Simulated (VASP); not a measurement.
Set up this calculation in VASP 6.6.1, as the native input.

* Task: single point
* Functional: PBE
* Potentials or basis: VASP PAW PBE potentials, release 64 (Ga_d, As, N)
* Cutoff: 520 eV
* k mesh: 6 × 6 × 6
* Occupations: gaussian, width 0.1 eV
* Spin: no spin polarisation
* Dipole correction: no
* Further INCAR settings: ALGO = Normal; EDIFF = 1e-06; NBANDS = 46

The structure of Ga4As3N lies in POSCAR:

```
Ga4As3N
1.0
   -2.5127910148      2.5127910148      5.6099368662
    2.5127910148     -2.5127910148      5.6099368662
    2.5127910148      2.5127910148     -5.6099368662
Ga As N
4 3 1
Direct
    0.0000000000      0.5000000000      0.5000000000
    0.8245463720      0.8245463720      0.0000000000
    0.5000000000      0.0000000000      0.5000000000
    0.1754536280      0.1754536280      0.0000000000
    0.2500000000      0.7500000000      0.5000000000
    0.7500000000      0.2500000000      0.5000000000
    0.5000000000      0.5000000000      0.0000000000
    0.0000000000      0.0000000000      0.0000000000
```

One way to write it, as run:

INCAR

```
SYSTEM = Ga4As3N
PREC = Accurate
ENCUT = 520
EDIFF = 1E-6
ISMEAR = 0
SIGMA = 0.1
LREAL = .False.
LASPH = .True.
NELM = 80
ALGO = Normal
ISIF = 2
LWAVE = .False.
LCHARG = .True.
GGA = PE
LELF = .True.
LVHAR = .True.
NBANDS = 46
```

KPOINTS

```
regular mesh
0
Gamma
  6 6 6
  0 0 0
```

Potentials or basis: VASP PAW PBE potentials, release 64 (Ga_d, As, N).

The run is started by

```sh
$ cat potpaw_PBE.64/Ga_d/POTCAR potpaw_PBE.64/As/POTCAR potpaw_PBE.64/N/POTCAR > POTCAR
$ mpirun -np 1 vasp_std > vasp.out
```

It gave:

```json
{
 "Pressure": "0.1 GPa",
 "Largest force": "0.009 eV/Å",
 "Band gap on the k mesh": "zero (bands 36 and 37 overlap by 2.05 eV)"
}
```

It took 7 min on 1 thread of Intel(R) Xeon(R) Platinum 8259CL CPU @ 2.50GHz (Skylake/Cascade Lake), with other jobs on the host, peak memory 0.43 GiB.
